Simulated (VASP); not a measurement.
# HgTe (zincblende type) (F-43m) in VASP: density of states with PBEsol

Aim: the density of states of HgTe (zincblende type) with PBEsol.

All numbers are computed with VASP 6.6.1; they aren't measurements. Logs are shortened: lines on timing, memory, paths and dates and some standing lists are left out, and cuts for length are marked.

### 1 The cell of the first run

Symmetry: F-43m, No. 216, cubic system. The conventional cell has a = 6.512 Å, b = 6.512 Å, c = 6.512 Å, α = 90.00°, β = 90.00°, γ = 90.00°. Within 3.7 Å of Hg (site symmetry -43m) lie 4 Te at 2.82 Å. Te (site symmetry -43m) has 4 Hg at 2.82 Å within 3.7 Å.

### 2 Density of states, PBEsol

The input, POSCAR:

```
HgTe
1.0
    0.0000000000      3.2558580072      3.2558580072
    3.2558580072      0.0000000000      3.2558580072
    3.2558580072      3.2558580072      0.0000000000
Hg Te
1 1
Direct
    0.0000000000      0.0000000000      0.0000000000
    0.2500000000      0.2500000000      0.2500000000
```

The input, INCAR.step1:

```
SYSTEM = HgTe
  PREC = Accurate
  ENCUT = 520
  EDIFF = 1E-6
  ISMEAR = -1
  SIGMA = 0.05
  LREAL = .FALSE.
  LASPH = .TRUE.
  NELM = 60
  ALGO = Normal
  ISIF = 2
  LWAVE = .FALSE.
  LCHARG = .TRUE.
  GGA = PS
  NBANDS = 16
```

The input, KPOINTS.step1:

```
regular mesh
0
G
  12 12 12
  0 0 0
```

The input, INCAR.step2:

```
SYSTEM = HgTe
  PREC = Accurate
  ENCUT = 520
  EDIFF = 1E-6
  ISMEAR = -5
  SIGMA = 0.05
  LREAL = .FALSE.
  LASPH = .TRUE.
  NELM = 60
  ALGO = Normal
  ISIF = 2
  LWAVE = .FALSE.
  LCHARG = .FALSE.
  GGA = PS
  LORBIT = 10
  NEDOS = 1001
  ICHARG = 11
```

The input, KPOINTS.step2:

```
regular mesh
0
G
  18 18 18
  0 0 0
```

Potentials or basis: VASP PAW PBE potentials, release 64 (Hg, Te).

On the command line:

```bash
$ cat potpaw_PBE.64/Hg/POTCAR potpaw_PBE.64/Te/POTCAR > POTCAR
$ cp INCAR.step1 INCAR
$ cp KPOINTS.step1 KPOINTS
$ mpirun -np 1 vasp_std > vasp.out
$ cp INCAR.step2 INCAR
$ cp KPOINTS.step2 KPOINTS
$ mpirun -np 1 vasp_std > vasp.out
```

OUTCAR:

```text
SYSTEM = HgTe
   PREC = Accurate
   ENCUT = 520
   EDIFF = 1E-6
   ISMEAR = -5
   LREAL = .FALSE.
   LASPH = .TRUE.
   NELM = 60
   ISIF = 2
   GGA = PS
   LORBIT = 10
   ICHARG = 11

 ion  position               nearest neighbor table
   1  0.000  0.000  0.000-   2 2.82   2 2.82   2 2.82   2 2.82
   2  0.250  0.250  0.250-   1 2.82   1 2.82   1 2.82   1 2.82

  LATTYP: Found a face centered cubic cell.
 ALAT       =     6.5117160144

  Lattice vectors:

 A1 = (   0.0000000000,   3.2558580072,   3.2558580072)
 A2 = (   3.2558580072,   0.0000000000,   3.2558580072)
 A3 = (   3.2558580072,   3.2558580072,   0.0000000000)

Analysis of symmetry for initial positions (statically):
=====================================================================
 Subroutine PRICEL returns:
 Original cell was already a primitive cell.

 Routine SETGRP: Setting up the symmetry group for a
 face centered cubic supercell.

 Subroutine GETGRP returns: Found 24 space group operations
 (whereof 24 operations were pure point group operations)
 out of a pool of 48 trial point group operations.

The static configuration has the point symmetry T_d .

Analysis of symmetry for dynamics (positions and initial velocities):
=====================================================================
 Subroutine PRICEL returns:
 Original cell was already a primitive cell.

 Routine SETGRP: Setting up the symmetry group for a
 face centered cubic supercell.

 Subroutine GETGRP returns: Found 24 space group operations
 (whereof 24 operations were pure point group operations)
 out of a pool of 48 trial point group operations.

The dynamic configuration has the point symmetry T_d .

 Subroutine INISYM returns: Found 24 space group operations
 (whereof 24 operations are pure point group operations),
 and found     1 'primitive' translations

----------------------------------------------------------------------------------------

                                     Primitive cell

  volume of cell :      69.0282

  direct lattice vectors                    reciprocal lattice vectors
     0.000000000  3.255858007  3.255858007    -0.153569351  0.153569351  0.153569351
     3.255858007  0.000000000  3.255858007     0.153569351 -0.153569351  0.153569351
     3.255858007  3.255858007  0.000000000     0.153569351  0.153569351 -0.153569351

  length of vectors
     4.604478551  4.604478551  4.604478551     0.265989918  0.265989918  0.265989918

  position of ions in fractional coordinates (direct lattice)
     0.000000000  0.000000000  0.000000000
     0.250000000  0.250000000  0.250000000

  ion indices of the primitive-cell ions
   primitive index   ion index
                 1           1
                 2           2

----------------------------------------------------------------------------------------

 KPOINTS: regular mesh

Automatic generation of k-mesh.
 Grid dimensions read from file:
 generate k-points for:   18   18   18

 Generating k-lattice:

  Cartesian coordinates                     Fractional coordinates (reciprocal lattice)
    -0.008531631  0.008531631  0.008531631     0.055555556  0.000000000  0.000000000
     0.008531631 -0.008531631  0.008531631     0.000000000  0.055555556  0.000000000
     0.008531631  0.008531631 -0.008531631     0.000000000  0.000000000  0.055555556

  Length of vectors
     0.014777218  0.014777218  0.014777218

  Shift w.r.t. Gamma in fractional coordinates (k-lattice)
     0.000000000  0.000000000  0.000000000

 TETIRR: Found    806 inequivalent tetrahedra from    34992

 Subroutine IBZKPT returns following result:
 ===========================================

 Found    195 irreducible k-points:

 Following reciprocal coordinates:
            Coordinates               Weight
  0.000000  0.000000  0.000000      1.000000
  0.055556  0.000000  0.000000      8.000000
  0.111111  0.000000  0.000000      8.000000
  0.166667  0.000000  0.000000      8.000000
  0.222222  0.000000  0.000000      8.000000
  0.277778  0.000000  0.000000      8.000000
[... 16 lines left out ...]
 -0.277778  0.055556  0.000000     24.000000
 -0.222222  0.055556  0.000000     24.000000
 [... further k-points ...]
   k-points           NKPTS =    195   k-points in BZ     NKDIM =    195   number of bands    NBANDS=     13
   number of dos      NEDOS =   1001   number of ions     NIONS =      2
   total plane-waves  NPLWV =  46656
   dimension x,y,z NGX =    36 NGY =   36 NGZ =   36
   dimension x,y,z NGXF=    72 NGYF=   72 NGZF=   72
   ions per type =               1   1
   NGX,Y,Z   is equivalent  to a cutoff of  13.00, 13.00, 13.00 a.u.
   NGXF,Y,Z  is equivalent  to a cutoff of  26.00, 26.00, 26.00 a.u.
 SYSTEM =  HgTe
   PREC   = accura    normal or accurate (medium, high low for compatibility)
   ISTART =      0    job   : 0-new  1-cont  2-samecut
   ICHARG =     11    charge: 1-file 2-atom 10-const
   ISPIN  =      1    spin polarized calculation?
   LNONCOLLINEAR =      F non collinear calculations
   LSORBIT =      F    spin-orbit coupling
   LASPH  =      T    aspherical Exc in radial PAW
   ENCUT  =  520.0 eV  38.22 Ry    6.18 a.u.   8.56  8.56  8.56*2*pi/ulx,y,z
   NELM   =     60;   NELMIN=  2; NELMDL=  0     # of ELM steps
   EDIFF  = 0.1E-05   stopping-criterion for ELM
   LREAL  =      F    real-space projection
   EDIFFG = 0.1E-04   stopping-criterion for IOM
   NSW    =      0    number of steps for IOM
   IBRION =     -1    ionic relax: 0-MD 1-quasi-New 2-CG
   NFREE  =      0    steps in history (QN), initial steepest desc. (CG)
   ISIF   =      2    stress and relaxation
   ISYM   =      2    0-nonsym 1-usesym 2-fastsym
   POTIM  = 0.5000    time-step for ionic-motion
   TEBEG  =    0.0;   TEEND  =   0.0 temperature during run
   PSTRESS=    0.0 pullay stress
   NELECT =      18.0000    total number of electrons
   NUPDOWN=      -1.0000    fix difference up-down
   EMIN   =  10.00;   EMAX   =-10.00  energy-range for DOS
   EFERMI =   0.00;   METHOD = LEGACY
   ISMEAR =    -5;   SIGMA  =   0.05  broadening in eV -4-tet -1-fermi 0-gaus
   EFERMI_NEDOS =   21; number of points for ismear=-14 and -15
   IALGO  =     38    algorithm
   IMIX   =      4    mixing-type and parameters
     AMIX     =   0.40;   BMIX     =  1.00
     AMIX_MAG =   1.60;   BMIX_MAG =  1.00
  volume/ion in A,a.u.               =      34.51       232.91
  Fermi-wavevector in a.u.,A,eV,Ry     =   1.045900  1.976465 14.883509  1.093907
  Thomas-Fermi vector in A             =   2.180715
   LORBIT       =     10    0 simple, 1 ext, 2 COOP (PROOUT), +10 PAW based schemes
   GGA     = PS    functional components
   LHFCALC =     F    Hartree Fock is set to
   AEXX    =    0.0000 exact exchange contribution
   IVDW    =     0    specifies the selected vdW correction
   LEPSILON=     F    determine dielectric tensor
   LRPA    =     F    only Hartree local field effects (RPA)
 non-spin polarized calculation
 Fermi weights with tetrahedron method with Bloechl corrections
  energy-cutoff  :      520.00
  volume of cell :       69.03
 maximum number of plane-waves:      1877

 number of electron      18.0000002 magnetization

 Free energy of the ion-electron system (eV)
  ---------------------------------------------------
  ext. energy  EPLUGINS =         0.00000000
  ---------------------------------------------------
  free energy    TOTEN  =        -4.37748284 eV

  energy without entropy =       -4.37748284  energy(sigma->0) =       -4.37748284

 E-fermi :   2.7210     XC(G=0):  -8.8370

 val. band max:        2.7206021179   @ k =   0.0000   0.0000   0.0000
 cond. band min:       2.7206021566   @ k =   0.0000   0.0000   0.0000
 fundamental gap:      0.0000000387
 Fermi energy:         2.7210454522

 k-point     1 :       0.0000    0.0000    0.0000
  band No.  band energies     occupation
      1      -9.1460      2.00000
      2      -4.4975      2.00000
      3      -4.4975      2.00000
      4      -4.4975      2.00000
      5      -3.9858      2.00000
      6      -3.9858      2.00000
      7       1.8645      2.00000
      8       2.7206      2.00000
      9       2.7206      2.00000
     10       2.7206      0.00001
     11       6.9414      0.00000
     12       6.9414      0.00000
     13       6.9414      0.00000

 k-point     2 :       0.0556    0.0000    0.0000
  band No.  band energies     occupation
      1      -9.1309      2.00000
      2      -4.4932      2.00000
      3      -4.4932      2.00000
      4      -4.4926      2.00000
      5      -3.9863      2.00000
      6      -3.9863      2.00000
      7       1.5583      2.00000
      8       2.6846      2.00000
      9       2.6846      2.00000
     10       2.9434     -0.00000
     11       6.8771      0.00000
     12       6.9907      0.00000
     13       6.9907      0.00000

 k-point     3 :       0.1111    0.0000    0.0000
  band No.  band energies     occupation
      1      -9.0869      2.00000
      2      -4.4810      2.00000
      3      -4.4810      2.00000
      4      -4.4761      2.00000
      5      -3.9876      2.00000
      6      -3.9876      2.00000
      7       0.9844      2.00000
      8       2.5848      2.00000
      9       2.5848      2.00000
     10       3.2583      0.00000
     11       6.8197      0.00000
     12       7.1248      0.00000
     13       7.1248      0.00000
[... 305 lines left out ...]
 k-point    23 :      -0.2778    0.0556    0.0000
  band No.  band energies     occupation
      1      -8.7941      2.00000
      2      -4.4145      2.00000
      3      -4.4056      2.00000
      4      -4.2532      2.00000
      5      -3.9927      2.00000
      6      -3.9736      2.00000
      7      -1.1682      2.00000
      8       1.7661      2.00000
      9       2.1369      2.00000
     10       3.6925      0.00000
     11       7.5824      0.00000
     12       7.5954      0.00000
     13       8.0629      0.00000

 k-point    24 :      -0.2222    0.0556    0.0000
  band No.  band energies     occupation
      1      -8.8889      2.00000
      2      -4.4356      2.00000
      3      -4.4253      2.00000
      4      -4.3555      2.00000
      5      -3.9959      2.00000
      6      -3.9787      2.00000
      7      -0.5532      2.00000
      8       1.9256      2.00000
      9       2.3042      2.00000
     10       3.7113      0.00000
     11       7.2325      0.00000
     12       7.4590      0.00000
     13       7.8088      0.00000

 [... further k-points ...]

------------------------ aborting loop because EDIFF is reached ----------------------------------------

  FORCE on cell =-STRESS in cart. coord.  units (eV):
  Direction    XX          YY          ZZ          XY          YZ          ZX
  --------------------------------------------------------------------------------------
  -------------------------------------------------------------------------------------
  Total        0.0230187      0.0230187      0.0230187      0.0000000     -0.0000000     -0.0000000
  in kB        0.5342761      0.5342761      0.5342761      0.0000000     -0.0000000     -0.0000000
  external PRESSURE =       0.5342761 kB  Pullay stress =       0.0000000 kB

 VOLUME and BASIS-vectors are now :
 -----------------------------------------------------------------------------
  energy-cutoff  :      520.00
  volume of cell :       69.03
      direct lattice vectors                 reciprocal lattice vectors
     0.000000000  3.255858007  3.255858007    -0.153569351  0.153569351  0.153569351
     3.255858007  0.000000000  3.255858007     0.153569351 -0.153569351  0.153569351
     3.255858007  3.255858007  0.000000000     0.153569351  0.153569351 -0.153569351

 POSITION                                       TOTAL-FORCE (eV/Angst)
 -----------------------------------------------------------------------------------
      0.00000      0.00000      0.00000        -0.000000     -0.000000     -0.000000
      1.62793      1.62793      1.62793         0.000000      0.000000      0.000000
 -----------------------------------------------------------------------------------
    total drift:                               -0.000000     -0.000000     -0.000000

  FREE ENERGIE OF THE ION-ELECTRON SYSTEM (eV)
  ---------------------------------------------------
  free  energy   TOTEN  =        -4.3774828388 eV

  energy  without entropy=       -4.3774828388  energy(sigma->0) =       -4.37748284

 total charge

# of ion       s       p       d       tot
------------------------------------------
    1        0.749   0.406   9.351  10.505
    2        1.372   1.955   0.031   3.358
--------------------------------------------------
tot          2.120   2.361   9.382  13.863
```

Run time: 57 s. Hardware: 1 thread of Intel Xeon 6975P-C (Granite Rapids), shared host; peak memory 0.34 GiB.

Results:

```
Valence electrons inside the program's atomic spheres : Hg 10.51; Te 3.36
```

Caveat: the PAW data sets were made with another functional, which shifts forces and pressure a little; spin-orbit coupling is left out, which moves the levels of the heavy elements; tetrahedron occupations give inexact forces and stress in metals.
